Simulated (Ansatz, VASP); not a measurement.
**One calculation of ScH3Br2, two programs**

```
CELL_PARAMETERS angstrom
5.04729 0.00000 0.00000
-2.52364 4.37108 0.00000
0.00000 0.00000 3.86303
ATOMIC_POSITIONS crystal
Sc 0.00000 0.00000 0.00000
H 0.50000 0.00000 0.50000
H 0.50000 0.50000 0.50000
H 0.00000 0.50000 0.50000
Br 0.33333 0.66667 0.00000
Br 0.66667 0.33333 0.00000
```

Change from the starting cell: species swapped into the SmB2Ru3 type (P6/mmm, No. 191).

Alike in both runs: functional PBE; k mesh 3 × 3 × 6; occupations gaussian, width 0.1 eV; no spin polarisation.

Ansatz relaxed the structure, and its values are those at the end. VASP's run is a single point on that final structure, the one shown.

|  | VASP | Ansatz |
| --- | --- | --- |
| version | VASP 6.6.1 | Ansatz 0.2.0 |
| potentials or method | VASP PAW PBE potentials, release 64 (Sc_sv, H, Br), cutoff 520 eV | scalar-relativistic, plane waves, PAW |
| valence electrons in the cell | 28 | 28 |

```tsv
	VASP	Ansatz	Ansatz less VASP
gap on the k mesh at the Fermi level (eV)	none	none	-
pressure (GPa)	0.1	0.1	-0.02
```

A gap of «none» marks a metal or a gap that the smearing closes. The functional is the same, so the differences come from potentials, cutoffs and numerics.

The k mesh is coarse, so the values compare programs but aren't converged.
